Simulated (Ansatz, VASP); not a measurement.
# TiC in VASP and in Ansatz

INCAR

```
SYSTEM = TiC
ALGO = Normal
EDIFF = 1E-6
EDIFFG = -0.02
ENCUT = 600
GGA = PS
IBRION = 2
ISIF = 3
ISMEAR = -1
IVDW = 12
LASPH = .TRUE.
LCHARG = .FALSE.
LREAL = .FALSE.
LWAVE = .FALSE.
NELM = 80
NSW = 80
PREC = Accurate
SIGMA = 0.05
```

Contents of KPOINTS:

```
k-points
0
G
  11 11 11
  0 0 0
```

Contents of POSCAR:

```
TiC
1.0
    0.0000000000      2.1657188437      2.1657188437
    2.1657188437      0.0000000000      2.1657188437
    2.1657188437      2.1657188437      0.0000000000
Ti C
1 1
Direct
    0.0000000000      0.0000000000      0.0000000000
    0.5000000000      0.5000000000      0.5000000000
```

File input.yaml:

```yaml
crystal:
  lattice:
    - [0.0, 2.1657188437, 2.1657188437]
    - [2.1657188437, 0.0, 2.1657188437]
    - [2.1657188437, 2.1657188437, 0.0]
  atoms:
    - { symbol: Ti, position: [0.0, 0.0, 0.0] }
    - { symbol: C, position: [0.5, 0.5, 0.5] }
kpoints:
  mp_grid: { grid: [11, 11, 11] }
scf:
  occupations: { method: fermi_dirac, width: 0.05 }
hamiltonian:
  xc: pbesol
  dispersion: d3bj
  pseudopotentials: { kind: all_electron, lapw: { basis_error: 0.001 } }
output:
  forces: true
  stress: true
relax:
  f_tol: 0.02
  max_steps: 60
  cell: {}
```

Alike in both runs: task relaxation of cell and atoms; functional PBEsol; dispersion D3(BJ); k mesh 11 × 11 × 11; occupations fermi-dirac, width 0.05 eV; no spin polarisation.

|  | VASP | Ansatz |
| --- | --- | --- |
| version | VASP 6.6.1 | Ansatz 0.2.0 |
| potentials or method | VASP PAW PBE potentials, release 64 (Ti_sv, C), cutoff 600 eV | all-electron LAPW, scalar-relativistic |

Ansatz gave:

| Quantity | Value |
| --- | --- |
| relaxed volume (Å³/atom) | 9.64 |
| relaxed cell length with the largest relative difference (Å) | 3.010 |

**Question.** What did VASP give for the same quantities?

**Answer.** Relaxed volume (Å³/atom): 9.65; relaxed cell length with the largest relative difference (Å): 3.011.

VASP's potentials were made for PBE, not for PBEsol. Ansatz ran all-electron here, and VASP with PAW potentials.
